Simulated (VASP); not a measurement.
# Be3C: single point with PBE

The system is Be3C.

```
Be C
1.0
    -1.55230    1.55230    3.67172
     1.55230   -1.55230    3.67172
     1.55230    1.55230   -3.67172
Be C
3 1
Cartesian
  0.0249 1.5272 0.4673
  -0.0487 1.5740 3.2126
  -0.0013 0.0277 3.6568
  1.5214 -0.0031 1.8535
```

```json
{
  "Program": "VASP 6.6.1",
  "Task": "single point",
  "Functional": "PBE",
  "Potentials or basis": "VASP PAW PBE potentials, release 64 (Be, C)",
  "Cutoff": "520 eV",
  "k mesh": "7 × 7 × 9",
  "Occupations": "fermi-dirac, width 0.01 eV",
  "Spin": "no spin polarisation",
  "Dipole correction": "no",
  "Further INCAR settings": "ALGO = Normal; EDIFF = 1e-06; NBANDS = 13"
}
```

```yaml
Pressure: 29.4 GPa
Largest_force: 2.520 eV/Å
Band_gap_on_the_k_mesh: zero (bands 5 and 6 overlap by 2.82 eV)
```

Forces on the atoms (eV/Å):
```
Be  -0.886 -0.321  2.338
Be  -0.312  0.290 -2.253
Be   1.227  0.014 -0.363
C   -0.029  0.017  0.279
```

Stress tensor (GPa, compression positive):
```
 57.87  -0.03  -1.29
 -0.03  62.75  -1.66
 -1.29  -1.66 -32.44
```

Levels at points of the mesh, in eV from the Fermi level:
| k point | band 3 | band 4 | band 5 | band 6 | band 7 | band 8 |
| --- | --- | --- | --- | --- | --- | --- |
| (0.00, 0.00, 0.00) | -2.74 | -0.61 | -0.55 | 0.50 | 0.51 | 3.10 |

Wall time 2 min on 1 thread of Oxide Virtual Turin-like Processor, with other jobs on the host, peak memory 0.2 GiB.

Caveat: the stress differs along the axes, from -32 to 63 GPa; forces of over 1 eV/Å act on the atoms, so gaps and moduli don't describe the material at rest.
